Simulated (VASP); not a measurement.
Wanted: the native input for a VASP 6.6.1 run.

```yaml
Task: single point
Functional: PBEsol
Potentials_or_basis: VASP PAW PBE potentials, release 64 (Ga_d, As)
Cutoff: 520 eV
k_mesh: 8 × 8 × 8
Occupations: gaussian, width 0.01 eV
Spin: no spin polarisation
Dipole_correction: no
Further_INCAR_settings: ALGO = Normal; EDIFF = 1e-07; NBANDS = 16
```

The structure of GaAs lies in POSCAR:

```
GaAs
1.0
    2.8581826246      2.8581826246      0.0000000000
   -2.8581826246      2.8581826246      0.0000000000
    0.0000000000      2.8581826246      2.8581826246
Ga As
1 1
Direct
    0.0000000000      0.0000000000      0.0000000000
    0.7500000000      0.2500000000      0.5000000000
```

One way to write it, as run:

INCAR

```
  PREC = Accurate
  ENCUT = 520
  EDIFF = 1E-7
  ISMEAR = 0
  SIGMA = 0.01
  LREAL = F
  LASPH = T
  NELM = 80
  ALGO = Normal
  ISIF = 2
  LWAVE = F
  LCHARG = F
  GGA = PS
  NBANDS = 16
```

KPOINTS

```
Automatic mesh
0
Gamma
  8 8 8
```

Potentials or basis: VASP PAW PBE potentials, release 64 (Ga_d, As).

Command:

```sh
$ cat potpaw_PBE.64/Ga_d/POTCAR potpaw_PBE.64/As/POTCAR > POTCAR
$ mpirun -np 1 vasp_std > vasp.out
```

It gave:

The pressure is -1.8 GPa and the band gap on the k mesh is 0.21 eV.

Caveat: the PAW data sets were made with another functional, which shifts forces and pressure a little.

It took 10 s on 1 thread of Intel(R) Xeon(R) 6975P-C (Granite Rapids), on a shared host, peak memory 0.17 GiB.
